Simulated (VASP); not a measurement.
# Au (P6/mmm) in VASP: notebook

The runs below take Au through relaxation of shape and atoms at fixed volume, relaxation of cell and atoms, with PBE.

Everything below comes from runs of VASP 6.6.1. Logs are shortened: lines on timing, memory, paths and dates and some standing lists are left out, and cuts for length are marked.

## 1. The cell of the first run

The structure is hexagonal, space group P6/mmm (No. 191). Conventional cell: a = 2.599 Å, b = 2.599 Å, c = 2.580 Å, α = 90.00°, β = 90.00°, γ = 120.00°. Within 3.4 Å of Au (site symmetry 6/mmm) lie 8 Au at 2.58 to 2.60 Å.

## 2. Relaxation of shape and atoms at fixed volume, PBE

The input, INCAR:

```
  PREC = Accurate
  ENCUT = 600
  EDIFF = 1E-6
  ISMEAR = -1
  SIGMA = 0.08
  LREAL = F
  LASPH = T
  NELM = 80
  ALGO = Normal
  ISIF = 4
  LWAVE = F
  LCHARG = F
  GGA = PE
  IBRION = 2
  NSW = 50
  EDIFFG = -0.005
```

The input, KPOINTS:

```
Automatic mesh
0
Gamma
  15 15 14
```

The input, POSCAR:

```
Au
1.0
    2.5988773552      0.0000000000      0.0000000000
   -1.2994386776      2.2506938110      0.0000000000
    0.0000000000      0.0000000000      2.5796974621
Au
1
Direct
    0.0000000000      0.0000000000      0.0000000000
```

Potentials or basis: VASP PAW PBE potentials, release 64 (Au).

Command:

```sh
> cat potpaw_PBE.64/Au/POTCAR > POTCAR
> mpirun -np 1 vasp_std > vasp.out
```

OUTCAR:

```text
PREC = Accurate
   ENCUT = 600
   EDIFF = 1E-6
   ISMEAR = -1
   LREAL = F
   LASPH = T
   NELM = 80
   ISIF = 4
   GGA = PE
   IBRION = 2
   NSW = 50
   EDIFFG = -0.005

 ion  position               nearest neighbor table
   1  0.000  0.000  0.000-

  LATTYP: Found a hexagonal cell.
 ALAT       =     2.5988773552
 C/A-ratio  =     0.9926199314

  Lattice vectors:

 A1 = (   2.5988773552,   0.0000000000,   0.0000000000)
 A2 = (  -1.2994386776,   2.2506938110,   0.0000000000)
 A3 = (   0.0000000000,   0.0000000000,   2.5796974621)

Analysis of symmetry for initial positions (statically):
=====================================================================
 Subroutine PRICEL returns:
 Original cell was already a primitive cell.

 Routine SETGRP: Setting up the symmetry group for a
 hexagonal supercell.

 Subroutine GETGRP returns: Found 24 space group operations
 (whereof 24 operations were pure point group operations)
 out of a pool of 24 trial point group operations.

The static configuration has the point symmetry D_6h.

Analysis of symmetry for dynamics (positions and initial velocities):
=====================================================================
 Subroutine PRICEL returns:
 Original cell was already a primitive cell.

 Routine SETGRP: Setting up the symmetry group for a
 hexagonal supercell.

 Subroutine GETGRP returns: Found 24 space group operations
 (whereof 24 operations were pure point group operations)
 out of a pool of 24 trial point group operations.

The dynamic configuration has the point symmetry D_6h.

 Subroutine INISYM returns: Found 24 space group operations
 (whereof 24 operations are pure point group operations),
 and found     1 'primitive' translations

----------------------------------------------------------------------------------------

                                     Primitive cell

  volume of cell :      15.0894

  direct lattice vectors                    reciprocal lattice vectors
     2.598877355  0.000000000  0.000000000     0.384781528  0.222153719  0.000000000
    -1.299438678  2.250693811  0.000000000     0.000000000  0.444307438  0.000000000
     0.000000000  0.000000000  2.579697462     0.000000000  0.000000000  0.387642355

  length of vectors
     2.598877355  2.598877355  2.579697462     0.444307438  0.444307438  0.387642355

  position of ions in fractional coordinates (direct lattice)
     0.000000000  0.000000000  0.000000000

  ion indices of the primitive-cell ions
   primitive index   ion index
                 1           1

----------------------------------------------------------------------------------------

 KPOINTS: Automatic mesh

Automatic generation of k-mesh.
 Grid dimensions read from file:
 generate k-points for:   15   15   14

 Generating k-lattice:

  Cartesian coordinates                     Fractional coordinates (reciprocal lattice)
     0.025652102  0.014810248  0.000000000     0.066666667  0.000000000  0.000000000
     0.000000000  0.029620496  0.000000000     0.000000000  0.066666667  0.000000000
     0.000000000  0.000000000  0.027688740     0.000000000  0.000000000  0.071428571

  Length of vectors
     0.029620496  0.029620496  0.027688740

  Shift w.r.t. Gamma in fractional coordinates (k-lattice)
     0.000000000  0.000000000  0.000000000

 Subroutine IBZKPT returns following result:
 ===========================================

 Found    216 irreducible k-points:

 Following reciprocal coordinates:
            Coordinates               Weight
  0.000000  0.000000  0.000000      1.000000
  0.066667  0.000000  0.000000      6.000000
  0.133333  0.000000  0.000000      6.000000
  0.200000  0.000000  0.000000      6.000000
  0.266667  0.000000  0.000000      6.000000
  0.333333 -0.000000  0.000000      6.000000
[... 16 lines left out ...]
  0.333333  0.200000  0.000000     12.000000
  0.400000  0.200000  0.000000      6.000000
 [... further k-points ...]
   k-points           NKPTS =    216   k-points in BZ     NKDIM =    216   number of bands    NBANDS=      9
   number of dos      NEDOS =    301   number of ions     NIONS =      1
   total plane-waves  NPLWV =  13824
   dimension x,y,z NGX =    24 NGY =   24 NGZ =   24
   dimension x,y,z NGXF=    48 NGYF=   48 NGZF=   48
   ions per type =               1
   NGX,Y,Z   is equivalent  to a cutoff of  15.35, 15.35, 15.47 a.u.
   NGXF,Y,Z  is equivalent  to a cutoff of  30.70, 30.70, 30.93 a.u.
 SYSTEM =  unknown system
   PREC   = accura    normal or accurate (medium, high low for compatibility)
   ISTART =      0    job   : 0-new  1-cont  2-samecut
   ICHARG =      2    charge: 1-file 2-atom 10-const
   ISPIN  =      1    spin polarized calculation?
   LNONCOLLINEAR =      F non collinear calculations
   LSORBIT =      F    spin-orbit coupling
   LASPH  =      T    aspherical Exc in radial PAW
   ENCUT  =  600.0 eV  44.10 Ry    6.64 a.u.   5.19  5.19  5.15*2*pi/ulx,y,z
   NELM   =     80;   NELMIN=  2; NELMDL= -5     # of ELM steps
   EDIFF  = 0.1E-05   stopping-criterion for ELM
   LREAL  =      F    real-space projection
   EDIFFG = -.5E-02   stopping-criterion for IOM
   NSW    =     50    number of steps for IOM
   IBRION =      2    ionic relax: 0-MD 1-quasi-New 2-CG
   NFREE  =      1    steps in history (QN), initial steepest desc. (CG)
   ISIF   =      4    stress and relaxation
   ISYM   =      2    0-nonsym 1-usesym 2-fastsym
   POTIM  = 0.5000    time-step for ionic-motion
   TEBEG  =    0.0;   TEEND  =   0.0 temperature during run
   PSTRESS=    0.0 pullay stress
   NELECT =      11.0000    total number of electrons
   NUPDOWN=      -1.0000    fix difference up-down
   EMIN   =  10.00;   EMAX   =-10.00  energy-range for DOS
   EFERMI =   0.00;   METHOD = LEGACY
   ISMEAR =    -1;   SIGMA  =   0.08  broadening in eV -4-tet -1-fermi 0-gaus
   EFERMI_NEDOS =   21; number of points for ismear=-14 and -15
   IALGO  =     38    algorithm
   IMIX   =      4    mixing-type and parameters
     AMIX     =   0.40;   BMIX     =  1.00
     AMIX_MAG =   1.60;   BMIX_MAG =  1.00
  volume/ion in A,a.u.               =      15.09       101.83
  Fermi-wavevector in a.u.,A,eV,Ry     =   1.473382  2.784289 29.536274  2.170855
  Thomas-Fermi vector in A             =   2.588282
   LORBIT       =      0    0 simple, 1 ext, 2 COOP (PROOUT), +10 PAW based schemes
   GGA     = PE    functional components
   LHFCALC =     F    Hartree Fock is set to
   AEXX    =    0.0000 exact exchange contribution
   IVDW    =     0    specifies the selected vdW correction
   LEPSILON=     F    determine dielectric tensor
   LRPA    =     F    only Hartree local field effects (RPA)
 conjugate gradient relaxation of ions
 non-spin polarized calculation
  energy-cutoff  :      600.00
  volume of cell :       15.09
 maximum number of plane-waves:       527
 NGX is ok and might be reduce to    24
   NGX = 11   NGY = 11   NGZ = 11

--------------------------------------- Ionic step        1  -------------------------------------------

 number of electron      11.0000000 magnetization

 Free energy of the ion-electron system (eV)
  ---------------------------------------------------
  ext. energy  EPLUGINS =         0.00000000
  ---------------------------------------------------
  free energy    TOTEN  =        -2.52405661 eV

  energy without entropy =       -2.51794330  energy(sigma->0) =       -2.52099996

------------------------ aborting loop because EDIFF is reached ----------------------------------------

  FORCE on cell =-STRESS in cart. coord.  units (eV):
  Direction    XX          YY          ZZ          XY          YZ          ZX
  --------------------------------------------------------------------------------------
  -------------------------------------------------------------------------------------
  Total        6.2461208      6.2461208      5.0152507      0.0000000      0.0000000     -0.0000000
  in kB      663.2083513    663.2083513    532.5154961      0.0000000      0.0000000     -0.0000000
  external PRESSURE =     619.6440662 kB  Pullay stress =       0.0000000 kB
[... 160 lines left out ...]
  energy  without entropy=       -2.5251730295  energy(sigma->0) =       -2.52833493

--------------------------------------- Ionic step        6  -------------------------------------------

 number of electron      11.0000000 magnetization

 Free energy of the ion-electron system (eV)
  ---------------------------------------------------
  ext. energy  EPLUGINS =         0.00000000
  ---------------------------------------------------
  free energy    TOTEN  =        -2.53149931 eV

  energy without entropy =       -2.52517759  energy(sigma->0) =       -2.52833845

 E-fermi :  11.5848     XC(G=0): -13.3812

 val. band max:       11.5300701518   @ k =   0.1333   0.1333   0.4286
 cond. band min:      11.5979139091   @ k =   0.2000   0.0667   0.4286
 fundamental gap:      0.0678437574
 Fermi energy:        11.5848316247

 k-point     1 :       0.0000    0.0000    0.0000
  band No.  band energies     occupation
      1       0.4368      2.00000
      2       3.3846      2.00000
      3       6.0685      2.00000
      4       6.0685      2.00000
      5       9.8109      2.00000
      6       9.8109      2.00000
      7      25.3954      0.00000
      8      26.4729      0.00000
      9      32.5325      0.00000
[... 265 lines left out ...]
 k-point    24 :       0.4000    0.2000    0.0000
  band No.  band energies     occupation
      1       4.0818      2.00000
      2       4.4794      2.00000
      3       7.0695      2.00000
      4       7.5890      2.00000
      5       8.6624      2.00000
      6      14.1621      0.00000
      7      15.3508      0.00000
      8      20.4100      0.00000
      9      30.2932      0.00000

 [... further k-points ...]
[... 5 lines left out ...]
  --------------------------------------------------------------------------------------
  -------------------------------------------------------------------------------------
  Total        5.7759973      5.7759973      5.7754526     -0.0000000      0.0000000      0.0000000
  in kB      613.2909873    613.2909874    613.2331582     -0.0000000      0.0000000      0.0000000
  external PRESSURE =     613.2717110 kB  Pullay stress =       0.0000000 kB
[... 16 lines left out ...]
  FREE ENERGIE OF THE ION-ELECTRON SYSTEM (eV)
  ---------------------------------------------------
  free  energy   TOTEN  =        -2.5314993117 eV

  energy  without entropy=       -2.5251775871  energy(sigma->0) =       -2.52833845

 reached required accuracy - stopping structural energy minimisation
```

Wall time 31 s (1 thread of Intel Xeon 6975P-C (Granite Rapids), shared host); peak memory 0.17 GiB.

What came out:

```yaml
Free_energy: -2.5315 eV
Energy_gained_by_relaxing: 7.4 meV/atom
Ionic_steps: 6
Pressure_after_relaxing: 61.3 GPa
```

Step by step:
| step | energy change (eV) | largest force (eV/Å) | pressure (GPa) | volume (Å³) |
| --- | --- | --- | --- | --- |
| 1 | 0.0000 | 0.0000 | 61.96 | 15.09 |
| 2 | 0.0359 | 0.0000 | 61.96 | 15.09 |
| 3 | -0.0074 | 0.0000 | 61.32 | 15.09 |
| 4 | -0.0074 | 0.0000 | 61.32 | 15.09 |
| 5 | -0.0074 | 0.0000 | 61.34 | 15.09 |
| 6 | -0.0074 | 0.0000 | 61.33 | 15.09 |

Final structure:
```
Au
1.0
     2.61455    0.00000    0.00000
    -1.30728    2.26427    0.00000
     0.00000    0.00000    2.54886
Au
1
Direct
  0.00000 0.00000 0.00000
```

Caveat: spin-orbit coupling is left out, which moves the levels of the heavy elements.

## 3. Relaxation of shape and atoms at fixed volume, PBE

This run uses another cell than the first one, of 17.02 Å³/atom, 1.128 times its volume.

The input, INCAR:

```
SYSTEM = Au
PREC = Accurate ; ENCUT = 600
EDIFF = 1E-6 ; ISMEAR = -1
SIGMA = 0.08 ; LREAL = .FALSE.
LASPH = .TRUE. ; NELM = 100
ALGO = Normal ; ISIF = 4
LWAVE = .FALSE. ; LCHARG = .FALSE.
GGA = PE ; IBRION = 2
NSW = 50 ; EDIFFG = -0.005
```

The input, KPOINTS:

```
regular mesh
0
G
  15 15 14
  0 0 0
```

The input, POSCAR:

```
Au
1.0
    2.7055058344      0.0000000000      0.0000000000
   -1.3527529172      2.3430367827      0.0000000000
    0.0000000000      0.0000000000      2.6855390158
Au
1
Direct
    0.0000000000      0.0000000000      0.0000000000
```

Potentials or basis: VASP PAW PBE potentials, release 64 (Au).

Command:

```sh
> cat potpaw_PBE.64/Au/POTCAR > POTCAR
> mpirun -np 1 vasp_std > vasp.out
```

Wall time 19 s (1 thread of Intel Xeon 6975P-C (Granite Rapids), shared host); peak memory 0.18 GiB.

The run converged. Its results:

```
Free energy               : -3.0087 eV
Energy gained by relaxing : 2.1 meV/atom
Ionic steps               : 3
Pressure after relaxing   : 22.1 GPa
```

The path:
| step | energy change (eV) | largest force (eV/Å) | pressure (GPa) | volume (Å³) |
| --- | --- | --- | --- | --- |
| 1 | 0.0000 | 0.0000 | 22.43 | 17.02 |
| 2 | 0.0003 | 0.0000 | 22.03 | 17.02 |
| 3 | -0.0021 | 0.0000 | 22.14 | 17.02 |

Final structure:
```xyz
1
Lattice="2.7163 0.0000 0.0000 -1.3582 2.3524 0.0000 0.0000 0.0000 2.6642" Properties=species:S:1:pos:R:3 pbc="T T T"
Au    0.0000    0.0000    0.0000
```

Levels at points of the mesh, in eV from the Fermi level:
| k point | band 4 | band 5 | band 6 | band 7 | band 8 | band 9 |
| --- | --- | --- | --- | --- | --- | --- |
| (0.00, 0.00, 0.00) | -4.79 | -1.76 | -1.76 | 13.16 | 15.17 | 19.96 |
| (0.00, 0.00, 0.50) | -3.28 | -3.28 | -1.84 | 1.94 | 17.75 | 20.69 |

Caveat: spin-orbit coupling is left out, which moves the levels of the heavy elements.

## 4. Relaxation of cell and atoms, PBE

This run uses another cell than the first one, of 18.67 Å³/atom, 1.237 times its volume.

The input, INCAR:

```
SYSTEM = Au
PREC = Accurate
ENCUT = 600
EDIFF = 1E-7
ISMEAR = -1
SIGMA = 0.08
LREAL = .False.
LASPH = .True.
NELM = 100
ALGO = Normal
ISIF = 3
LWAVE = .False.
LCHARG = .False.
GGA = PE
IBRION = 2
NSW = 60
EDIFFG = -0.005
```

The input, KPOINTS:

```
regular mesh
0
Gamma
  15 15 14
  0 0 0
```

The input, POSCAR:

```
Au
1.0
    2.8412141024      0.0000000000      0.0000000000
   -1.4206070512      2.4605635903      0.0000000000
    0.0000000000      0.0000000000      2.6707412562
Au
1
Direct
    0.0000000000      0.0000000000      0.0000000000
```

Command:

```sh
> cat potpaw_PBE.64/Au/POTCAR > POTCAR
> mpirun -np 1 vasp_std > vasp.out
```

It took 47 s on 1 thread of Intel Xeon 6975P-C (Granite Rapids), shared host; peak memory 0.18 GiB.

The run converged. Its results:

```
Free energy                            : -3.1465 eV
Relaxed volume                         : 19.32 Å³/atom
Relaxed cell                           : a = 2.823 Å, b = 2.823 Å, c = 2.800 Å, α = 90.00°, β = 90.00°, γ = 120.00°
Space group after relaxing (to 0.05 Å) : P6/mmm (No. 191)
Energy gained by relaxing              : 34.4 meV/atom
Ionic steps                            : 8
Pressure after relaxing                : 0.0 GPa
```

Step by step:
```
step  energy change (eV)  largest force (eV/Å)  pressure (GPa)  volume (Å³)
   1              0.0000                0.0000            4.76        18.67
   2             -0.0207                0.0000           -4.16        20.17
   3             -0.0326                0.0000           -1.36        19.52
   4             -0.0336                0.0000            1.12        19.16
   5             -0.0344                0.0000            0.12        19.30
   6             -0.0344                0.0000            0.08        19.30
   7             -0.0344                0.0000           -0.04        19.33
   8             -0.0344                0.0000           -0.02        19.32
```

Final structure:
```cif
data_structure
_symmetry_space_group_name_H-M 'P 1'
_symmetry_Int_Tables_number 1
_cell_length_a 2.8229
_cell_length_b 2.8229
_cell_length_c 2.8001
_cell_angle_alpha 90.000
_cell_angle_beta 90.000
_cell_angle_gamma 120.000
_cell_volume 19.32
loop_
_atom_site_label
_atom_site_type_symbol
_atom_site_fract_x
_atom_site_fract_y
_atom_site_fract_z
_atom_site_occupancy
Au1 Au 0.00000 0.00000 0.00000 1
```

Levels at points of the mesh, in eV from the Fermi level:
```tsv
k point	band 4	band 5	band 6	band 7	band 8	band 9
(0.00, 0.00, 0.00)	-4.17	-1.74	-1.74	12.33	15.32	18.97
(0.00, 0.00, 0.50)	-2.87	-2.87	-1.19	1.25	17.65	20.14
```

Caveat: spin-orbit coupling is left out, which moves the levels of the heavy elements.

## 5. The runs side by side

| task | cell | gap on the mesh (eV) | pressure (GPa) |
| --- | --- | --- | --- |
| relaxation of shape and atoms at fixed volume | relaxed from a = 2.599, b = 2.599, c = 2.580 Å, angles 90.0, 90.0, 120.0°, 1 atom | none | 61.3 |
| relaxation of shape and atoms at fixed volume | relaxed from a = 2.706, b = 2.706, c = 2.686 Å, angles 90.0, 90.0, 120.0°, 1 atom | none | 22.1 |
| relaxation of cell and atoms | relaxed from a = 2.841, b = 2.841, c = 2.671 Å, angles 90.0, 90.0, 120.0°, 1 atom | none | 0.0 |

Alike in all rows: level PBE; potentials or basis VASP PAW PBE potentials, release 64 (Au); no spin polarisation; k mesh 15 × 15 × 14; cutoff (eV) 600; smearing fermi-dirac 0.08 eV.

Caveats: spin-orbit coupling is left out, which moves the levels of the heavy elements.

Total energies depend on the potentials used, so only differences within one code and one set of settings carry meaning.
